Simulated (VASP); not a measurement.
# Be (P6_3/mmc) in VASP: further runs, part 2 of 2

VASP 6.6.1.

### 5 Single point, PBE, collinear spin

INCAR

```
PREC     = Accurate       # precision mode
ENCUT    = 520            # plane-wave cutoff, eV
EDIFF    = 1E-6           # SCF threshold, eV
ISMEAR   = 0              # smearing method
SIGMA    = 0.1            # smearing width, eV
LREAL    = False          # projectors in reciprocal space
LASPH    = True           # aspherical terms in the spheres
NELM     = 150            # most SCF steps
ALGO     = Fast           # electronic algorithm
ISIF     = 2              # what is computed and relaxed
LWAVE    = False          # write WAVECAR
LCHARG   = True           # write CHGCAR
ISPIN    = 2              # spin polarisation
MAGMOM   = -0.5 0         # initial moments
LORBIT   = 11             # projections on sites
GGA      = PE             # functional
LELF     = True           # ELF
LVHAR    = True         
NBANDS   = 13             # bands
```

KPOINTS

```
regular mesh
0
Gamma
  12 12 6
```

POSCAR

```
Be
1.0
    2.2647826536      0.0000000000      0.0000000000
   -1.1323913268      1.9613593121      0.0000000000
    0.0000000000      0.0000000000      3.5741024600
Be
2
Direct
    0.3333333333      0.6666666667      0.7500000000
    0.6666666667      0.3333333333      0.2500000000
```

Potentials or basis: VASP PAW PBE potentials, release 64 (Be).

The run is started by

```
cat potpaw_PBE.64/Be/POTCAR > POTCAR
mpirun -np 1 vasp_std > vasp.out
```

OUTCAR:

```text
PREC = Accurate
   ENCUT = 520
   EDIFF = 1E-6
   ISMEAR = 0
   LREAL = False
   LASPH = True
   NELM = 150
   ISIF = 2
   ISPIN = 2
   LORBIT = 11
   GGA = PE

 ion  position               nearest neighbor table
   1  0.333  0.667  0.750-   2 2.21   2 2.21   2 2.21   2 2.21   2 2.21   2 2.21
   2  0.667  0.333  0.250-   1 2.21   1 2.21   1 2.21   1 2.21   1 2.21   1 2.21

  LATTYP: Found a hexagonal cell.
 ALAT       =     2.2647826536
 C/A-ratio  =     1.5781216155

  Lattice vectors:

 A1 = (   2.2647826536,   0.0000000000,   0.0000000000)
 A2 = (  -1.1323913268,   1.9613593121,   0.0000000000)
 A3 = (   0.0000000000,   0.0000000000,   3.5741024600)

Analysis of symmetry for initial positions (statically):
=====================================================================
 Subroutine PRICEL returns:
 Original cell was already a primitive cell.

 Routine SETGRP: Setting up the symmetry group for a
 hexagonal supercell.

 Subroutine GETGRP returns: Found 24 space group operations
[... 962 lines left out ...]
     10      30.5532      0.00000
     11      33.9400      0.00000
     12      35.9354      0.00000
     13      40.8264      0.00000

 [... further k-points ...]

------------------------ aborting loop because EDIFF is reached ----------------------------------------

  FORCE on cell =-STRESS in cart. coord.  units (eV):
  Direction    XX          YY          ZZ          XY          YZ          ZX
  --------------------------------------------------------------------------------------
  -------------------------------------------------------------------------------------
  Total       -0.0092014     -0.0092014     -0.1021444      0.0000000      0.0000000      0.0000000
  in kB       -0.9285660     -0.9285660    -10.3080020      0.0000000      0.0000000      0.0000000
  external PRESSURE =      -4.0550447 kB  Pullay stress =       0.0000000 kB

 VOLUME and BASIS-vectors are now :
 -----------------------------------------------------------------------------
  energy-cutoff  :      520.00
  volume of cell :       15.88
      direct lattice vectors                 reciprocal lattice vectors
     2.264782654  0.000000000  0.000000000     0.441543474  0.254925243  0.000000000
    -1.132391327  1.961359312  0.000000000     0.000000000  0.509850487  0.000000000
     0.000000000  0.000000000  3.574102460     0.000000000  0.000000000  0.279790524

 POSITION                                       TOTAL-FORCE (eV/Angst)
 -----------------------------------------------------------------------------------
     -0.00000      1.30757      2.68058        -0.000000      0.000000     -0.000000
      1.13239      0.65379      0.89353         0.000000      0.000000      0.000000
 -----------------------------------------------------------------------------------
    total drift:                                0.000000     -0.000000      0.000000

  FREE ENERGIE OF THE ION-ELECTRON SYSTEM (eV)
  ---------------------------------------------------
  free  energy   TOTEN  =        -7.5375118214 eV

  energy  without entropy=       -7.5363189649  energy(sigma->0) =       -7.53691539

 total charge

# of ion       s       p       d       tot
------------------------------------------
    1        0.404   0.765   0.000   1.169
    2        0.404   0.765   0.000   1.169
--------------------------------------------------
tot          0.808   1.530   0.000   2.338

 magnetization (x)

# of ion       s       p       d       tot
------------------------------------------
    1        0.000   0.000   0.000   0.000
    2        0.000   0.000   0.000   0.000
--------------------------------------------------
tot          0.000   0.000   0.000   0.000
```

OSZICAR:

```text
N       E                     dE             d eps       ncg     rms          rms(c)
DAV:   1    -0.485965915681E-01   -0.48597E-01   -0.14266E+03  3984   0.218E+02
DAV:   2    -0.744101205555E+01   -0.73924E+01   -0.72177E+01  5140   0.562E+01
DAV:   3    -0.753663929881E+01   -0.95627E-01   -0.95504E-01  4852   0.423E+00
DAV:   4    -0.753671870268E+01   -0.79404E-04   -0.79402E-04  4678   0.150E-01
DAV:   5    -0.753671877846E+01   -0.75781E-07   -0.75423E-07  4927   0.471E-03    0.178E+00
RMM:   6    -0.755501255893E+01   -0.18294E-01   -0.16284E-02  4012   0.780E-01    0.770E-01
RMM:   7    -0.754225874675E+01    0.12754E-01   -0.39258E-03  4186   0.470E-01    0.417E-01
RMM:   8    -0.753808464120E+01    0.41741E-02   -0.31066E-03  4213   0.398E-01    0.138E-01
RMM:   9    -0.753751655410E+01    0.56809E-03   -0.60679E-04  4278   0.213E-01    0.203E-02
RMM:  10    -0.753751107616E+01    0.54779E-05   -0.21219E-05  4487   0.241E-02    0.107E-02
RMM:  11    -0.753751182139E+01   -0.74523E-06   -0.18109E-06  4586   0.935E-03
   1 F= -.75375118E+01 E0= -.75369154E+01  d E =-.119286E-02  mag=    -0.0000
```

Run time: 29 s. Hardware: 1 thread of AMD EPYC 7R43 (Zen 3), shared host; peak memory 0.1 GiB.

What came out:

| Property | Result |
| --- | --- |
| Free energy | -7.5375 eV |
| Pressure | -0.4 GPa |
| Band gap on the k mesh | zero (filled and empty bands overlap) |
| Net moment | 0.00 μB per cell |
| Valence electrons inside the program's atomic spheres | Be 1.17 |

Stress tensor (GPa, compression positive):
```
-0.09  0.00  0.00
 0.00 -0.09  0.00
 0.00  0.00 -1.03
```

### 6 Overview

| level | spin | k mesh | cutoff (eV) | smearing | gap on the mesh (eV) | pressure (GPa) | moment (μB) |
| --- | --- | --- | --- | --- | --- | --- | --- |
| r2SCAN | off | 6 × 6 × 4 | 660 | gaussian 0.1 eV | none | 0.1 | - |
| PBE | collinear, zero start | 12 × 12 × 6 | 520 | methfessel-paxton 0.0015 eV | none | -0.4 | 0.00 |
| PBE | collinear | 12 × 12 × 6 | 520 | gaussian 0.1 eV | none | -0.4 | 0.00 |

Alike in all rows: task single point; potentials or basis VASP PAW PBE potentials, release 64 (Be); cell as given.

Caveats: some runs use coarse meshes; the PAW data sets were made with another functional, which shifts forces and pressure a little (at least some runs).

Absolute energies hang on the potentials; compare differences alone.
